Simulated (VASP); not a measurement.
# W3C4 in VASP: single point with PBEsol

Aim: the single point of W3C4 with PBEsol.

Program: VASP 6.6.1. These are calculated values, not measurements. Logs are shortened: lines on timing, memory, paths and dates and some standing lists are left out, and cuts for length are marked.

## (1) The cell of the first run

The cell holds a slab with vacuum, 7 atoms: a = 2.828 Å, b = 2.898 Å, c = 24.857 Å, α = 90.00°, β = 90.00°, γ = 90.00°.

## (2) Single point, PBEsol

Contents of INCAR:

```
SYSTEM = W3C4
PREC = Accurate
ENCUT = 520
EDIFF = 1E-7
ISMEAR = 0
SIGMA = 0.1
LREAL = .False.
LASPH = .True.
NELM = 60
ALGO = Normal
ISIF = 2
LWAVE = .False.
LCHARG = .True.
LDIPOL = .True.
IDIPOL = 3
DIPOL = 0.5 0.5 0.480
GGA = PS
LELF = .True.
LVHAR = .True.
LVACPOTAV = .True.
NBANDS = 38
```

Contents of KPOINTS:

```
regular mesh
0
Gamma
  10 10 1
  0 0 0
```

Contents of POSCAR:

```
W3C4
1.0
    2.8276119036      0.0000000000      0.0000000000
    0.0000000000      2.8984136670      0.0000000000
    0.0000000000      0.0000000000     24.8568996880
C W
4 3
Direct
    0.5000000000      0.0000000000      0.3419573683
    0.5000000000      0.5000000000      0.4429393853
    0.4996528412     -0.0002603192      0.5407338400
    0.4994633177      0.9996443267      0.6052051990
    0.0000000000      0.5000000000      0.3756180406
   -0.0002294568     -0.0001563499      0.4774026559
   -0.0006921795      0.4997154967      0.5791107065
```

Potentials or basis: VASP PAW PBE potentials, release 64 (C, W_sv).

On the command line:

```console
cat potpaw_PBE.64/C/POTCAR potpaw_PBE.64/W_sv/POTCAR > POTCAR
mpirun -np 1 vasp_std > vasp.out
```

OUTCAR:

```text
SYSTEM = W3C4
   PREC = Accurate
   ENCUT = 520
   EDIFF = 1E-7
   ISMEAR = 0
   LREAL = .False.
   LASPH = .True.
   NELM = 60
   ISIF = 2
   GGA = PS

 ion  position               nearest neighbor table
   1  0.500  0.000  0.342-   5 2.19   5 2.19   5 2.19   5 2.19
   2  0.500  0.500  0.443-   5 2.19   5 2.19   6 2.20   6 2.20   6 2.20   6 2.20
   3  0.500  1.000  0.541-   4 1.60   6 2.12   6 2.12   7 2.24   7 2.24   7 2.24   7 2.24
   4  0.499  1.000  0.605-   3 1.60   7 2.13   7 2.13   7 2.13   7 2.13
   5  0.000  0.500  0.376-   1 2.19   1 2.19   1 2.19   1 2.19   2 2.19   2 2.19   6 2.92   6 2.92

   6  1.000  1.000  0.477-   3 2.12   3 2.12   2 2.20   2 2.20   2 2.20   2 2.20   7 2.91   7 2.91
                             5 2.92   5 2.92
   7  0.999  0.500  0.579-   4 2.13   4 2.13   4 2.13   4 2.13   3 2.24   3 2.24   3 2.24   3 2.24
                             6 2.91   6 2.91

  LATTYP: Found a simple orthorhombic cell.
 ALAT       =     2.8276119036
 B/A-ratio  =     1.0250394205
 C/A-ratio  =     8.7907748784

  Lattice vectors:

 A1 = (   2.8276119036,   0.0000000000,   0.0000000000)
 A2 = (   0.0000000000,   2.8984136670,   0.0000000000)
 A3 = (   0.0000000000,   0.0000000000,  24.8568996880)

Analysis of symmetry for initial positions (statically):
=====================================================================
 Subroutine PRICEL returns:
 Original cell was already a primitive cell.

 Routine SETGRP: Setting up the symmetry group for a
 simple orthorhombic supercell.

 Subroutine GETGRP returns: Found  1 space group operations
 (whereof  1 operations were pure point group operations)
 out of a pool of  8 trial point group operations.

The static configuration has the point symmetry C_1 .

Analysis of symmetry for dynamics (positions and initial velocities):
=====================================================================
 Subroutine PRICEL returns:
 Original cell was already a primitive cell.

 Routine SETGRP: Setting up the symmetry group for a
 simple orthorhombic supercell.

 Subroutine GETGRP returns: Found  1 space group operations
 (whereof  1 operations were pure point group operations)
 out of a pool of  8 trial point group operations.

The dynamic configuration has the point symmetry C_1 .

 Subroutine INISYM returns: Found  1 space group operations
 (whereof  1 operations are pure point group operations),
 and found     1 'primitive' translations

----------------------------------------------------------------------------------------

                                     Primitive cell

  volume of cell :     203.7169

  direct lattice vectors                    reciprocal lattice vectors
     2.827611904  0.000000000  0.000000000     0.353655323  0.000000000  0.000000000
     0.000000000  2.898413667  0.000000000     0.000000000  0.345016314  0.000000000
     0.000000000  0.000000000 24.856899688     0.000000000  0.000000000  0.040230279

  length of vectors
     2.827611904  2.898413667 24.856899688     0.353655323  0.345016314  0.040230279

  position of ions in fractional coordinates (direct lattice)
     0.500000000  0.000000000  0.341957368
     0.500000000  0.500000000  0.442939385
     0.499652841  0.999739681  0.540733840
     0.499463318  0.999644327  0.605205199
     0.000000000  0.500000000  0.375618041
     0.999770543  0.999843650  0.477402656
     0.999307821  0.499715497  0.579110707

  ion indices of the primitive-cell ions
   primitive index   ion index
                 1           1
                 2           2
                 3           3
                 4           4
                 5           5
                 6           6
                 7           7

----------------------------------------------------------------------------------------

 KPOINTS: regular mesh

Automatic generation of k-mesh.
 Grid dimensions read from file:
 generate k-points for:   10   10    1

 Generating k-lattice:

  Cartesian coordinates                     Fractional coordinates (reciprocal lattice)
     0.035365532  0.000000000  0.000000000     0.100000000  0.000000000  0.000000000
     0.000000000  0.034501631  0.000000000     0.000000000  0.100000000  0.000000000
     0.000000000  0.000000000  0.040230279     0.000000000  0.000000000  1.000000000

  Length of vectors
     0.035365532  0.034501631  0.040230279

  Shift w.r.t. Gamma in fractional coordinates (k-lattice)
     0.000000000  0.000000000  0.000000000

 Subroutine IBZKPT returns following result:
 ===========================================

 Found     52 irreducible k-points:

 Following reciprocal coordinates:
            Coordinates               Weight
  0.000000  0.000000  0.000000      1.000000
  0.100000  0.000000  0.000000      2.000000
  0.200000  0.000000  0.000000      2.000000
  0.300000  0.000000  0.000000      2.000000
  0.400000  0.000000  0.000000      2.000000
  0.500000  0.000000  0.000000      1.000000
[... 16 lines left out ...]
  0.300000 -0.200000  0.000000      2.000000
  0.400000  0.200000  0.000000      2.000000
 [... further k-points ...]
   k-points           NKPTS =     52   k-points in BZ     NKDIM =     52   number of bands    NBANDS=     38
   number of dos      NEDOS =    301   number of ions     NIONS =      7
   total plane-waves  NPLWV = 110592
   dimension x,y,z NGX =    24 NGY =   24 NGZ =  192
   dimension x,y,z NGXF=    48 NGYF=   48 NGZF=  384
   ions per type =               4   3
   NGX,Y,Z   is equivalent  to a cutoff of  14.11, 13.77, 12.84 a.u.
   NGXF,Y,Z  is equivalent  to a cutoff of  28.22, 27.53, 25.68 a.u.
 SYSTEM =  W3C4
   PREC   = accura    normal or accurate (medium, high low for compatibility)
   ISTART =      0    job   : 0-new  1-cont  2-samecut
   ICHARG =      2    charge: 1-file 2-atom 10-const
   ISPIN  =      1    spin polarized calculation?
   LNONCOLLINEAR =      F non collinear calculations
   LSORBIT =      F    spin-orbit coupling
   LASPH  =      T    aspherical Exc in radial PAW
   ENCUT  =  520.0 eV  38.22 Ry    6.18 a.u.   5.26  5.39 46.22*2*pi/ulx,y,z
   NELM   =     60;   NELMIN=  2; NELMDL= -5     # of ELM steps
   EDIFF  = 0.1E-06   stopping-criterion for ELM
   LREAL  =      F    real-space projection
   EDIFFG = 0.1E-05   stopping-criterion for IOM
   NSW    =      0    number of steps for IOM
   IBRION =     -1    ionic relax: 0-MD 1-quasi-New 2-CG
   NFREE  =      0    steps in history (QN), initial steepest desc. (CG)
   ISIF   =      2    stress and relaxation
   ISYM   =      2    0-nonsym 1-usesym 2-fastsym
   POTIM  = 0.5000    time-step for ionic-motion
   TEBEG  =    0.0;   TEEND  =   0.0 temperature during run
   PSTRESS=    0.0 pullay stress
   NELECT =      58.0000    total number of electrons
   NUPDOWN=      -1.0000    fix difference up-down
   EMIN   =  10.00;   EMAX   =-10.00  energy-range for DOS
   EFERMI =   0.00;   METHOD = LEGACY
   ISMEAR =     0;   SIGMA  =   0.10  broadening in eV -4-tet -1-fermi 0-gaus
   EFERMI_NEDOS =   21; number of points for ismear=-14 and -15
   IALGO  =     38    algorithm
   IMIX   =      4    mixing-type and parameters
     AMIX     =   0.40;   BMIX     =  1.00
     AMIX_MAG =   1.60;   BMIX_MAG =  1.00
  volume/ion in A,a.u.               =      29.10       196.39
  Fermi-wavevector in a.u.,A,eV,Ry     =   1.076982  2.035201 15.781265  1.159890
  Thomas-Fermi vector in A             =   2.212881
   LORBIT       =      0    0 simple, 1 ext, 2 COOP (PROOUT), +10 PAW based schemes
   GGA     = PS    functional components
   LHFCALC =     F    Hartree Fock is set to
   AEXX    =    0.0000 exact exchange contribution
   IVDW    =     0    specifies the selected vdW correction
   LEPSILON=     F    determine dielectric tensor
   LRPA    =     F    only Hartree local field effects (RPA)
 non-spin polarized calculation
 Gauss-broadening in eV      SIGMA  =   0.10
  energy-cutoff  :      520.00
  volume of cell :      203.72
 maximum number of plane-waves:      5530
 NGX is ok and might be reduce to    24
   NGX = 11   NGY = 11   NGZ = 93

 dipolmoment           0.000000      0.000000      0.039644 electrons x Angstroem

 number of electron      57.9999997 magnetization

 dipolmoment           0.000000      0.000000     -0.045102 electrons x Angstroem

 Free energy of the ion-electron system (eV)
  ---------------------------------------------------
  ext. energy  EPLUGINS =         0.00000000
  ---------------------------------------------------
  free energy    TOTEN  =       -76.30048943 eV

  energy without entropy =      -76.28430744  energy(sigma->0) =      -76.29239843

 E-fermi :   0.0827     XC(G=0):  -5.2550

 val. band max:        0.0505378220   @ k =   0.3000  -0.4000   0.0000
 cond. band min:       0.0894690171   @ k =   0.2000   0.2000   0.0000
 fundamental gap:      0.0389311951
 Fermi energy:         0.0826926334

 k-point     1 :       0.0000    0.0000    0.0000
  band No.  band energies     occupation
      1     -74.7751      2.00000
      2     -74.2242      2.00000
      3     -73.9257      2.00000
      4     -38.9979      2.00000
      5     -38.9829      2.00000
      6     -38.8714      2.00000
[... 30 lines left out ...]
     37       4.3406      0.00000
     38       4.4501      0.00000

 k-point     2 :       0.1000    0.0000    0.0000
  band No.  band energies     occupation
      1     -74.7708      2.00000
      2     -74.2201      2.00000
      3     -73.9218      2.00000
      4     -38.9888      2.00000
      5     -38.9734      2.00000
      6     -38.9528      2.00000
[... 30 lines left out ...]
     37       4.6058      0.00000
     38       4.7787      0.00000
[... 859 lines left out ...]
     37       5.2622      0.00000
     38       5.5243      0.00000

 k-point    24 :       0.4000    0.2000    0.0000
  band No.  band energies     occupation
      1     -74.7234      2.00000
      2     -74.1748      2.00000
      3     -73.8781      2.00000
      4     -39.5646      2.00000
      5     -39.1251      2.00000
      6     -38.9092      2.00000
[... 30 lines left out ...]
     37       4.9759      0.00000
     38       5.1557      0.00000

 [... further k-points ...]

------------------------ aborting loop because EDIFF is reached ----------------------------------------

  FORCE on cell =-STRESS in cart. coord.  units (eV):
  Direction    XX          YY          ZZ          XY          YZ          ZX
  --------------------------------------------------------------------------------------
  -------------------------------------------------------------------------------------
  Total        3.5536162      0.7747279     -1.8430381      0.0000116      0.0151624      0.0226423
  in kB       27.9482082      6.0930210    -14.4949848      0.0000912      0.1192482      0.1780751
  external PRESSURE =       6.5154148 kB  Pullay stress =       0.0000000 kB

 VOLUME and BASIS-vectors are now :
 -----------------------------------------------------------------------------
  energy-cutoff  :      520.00
  volume of cell :      203.72
      direct lattice vectors                 reciprocal lattice vectors
     2.827611904  0.000000000  0.000000000     0.353655323  0.000000000  0.000000000
     0.000000000  2.898413667  0.000000000     0.000000000  0.345016314  0.000000000
     0.000000000  0.000000000 24.856899688     0.000000000  0.000000000  0.040230279

 POSITION                                       TOTAL-FORCE (eV/Angst)
 -----------------------------------------------------------------------------------
      1.41381      0.00000      8.50000        -0.000012     -0.000421      2.587910
      1.41381      1.44921     11.01010        -0.006874     -0.005498      0.005701
      1.41282      2.89766     13.44097        -0.001758      0.000170     -0.051854
      1.41229      2.89738     15.04352        -0.000525      0.004631      0.083626
      0.00000      1.44921      9.33670        -0.001281     -0.000277     -2.640813
      2.82696      2.89796     11.86675         0.003384      0.004027     -0.007647
      2.82565      1.44838     14.39490         0.007066     -0.002632      0.023076
 -----------------------------------------------------------------------------------
    total drift:                               -0.000014     -0.000002     -0.000511

  FREE ENERGIE OF THE ION-ELECTRON SYSTEM (eV)
  ---------------------------------------------------
  free  energy   TOTEN  =       -76.3004894257 eV

  energy  without entropy=      -76.2843074372  energy(sigma->0) =      -76.29239843

 vacuum level on the upper side and lower side of the slab         5.095         6.090
```

Wall time 8.6 min (1 thread of Intel Xeon 6975P-C (Granite Rapids), shared host); peak memory 0.5 GiB.

What came out:

```
Free energy            : -76.3005 eV
Largest force          : 2.641 eV/Å
Band gap on the k mesh : zero (bands 29 and 30 overlap by 1.27 eV)
```

Forces in eV/Å, atoms in the order of the input:
```
C    0.000  0.000  2.588
C   -0.007 -0.005  0.006
C   -0.002  0.000 -0.052
C   -0.001  0.005  0.084
W   -0.001  0.000 -2.641
W    0.003  0.004 -0.008
W    0.007 -0.003  0.023
```

Levels at points of the mesh, in eV from the Fermi level:
```
           k point  band 26  band 27  band 28  band 29  band 30  band 31  band 32  band 33
(0.00, 0.00, 0.00)    -2.23    -1.96    -1.57    -0.39     0.34     0.90     2.11     2.28
(0.50, 0.00, 0.00)    -1.71    -0.53    -0.25     0.47     0.55     1.13     1.54     1.56
(0.00, 0.50, 0.00)    -1.03    -0.90    -0.72    -0.47     0.29     0.85     1.80     2.17
(0.50, 0.50, 0.00)    -2.71    -1.87    -0.54    -0.44     2.56     3.31     4.06     4.29
```

Caveat: the PAW data sets were made with another functional, which shifts forces and pressure a little; spin-orbit coupling is left out, which moves the levels of the heavy elements.
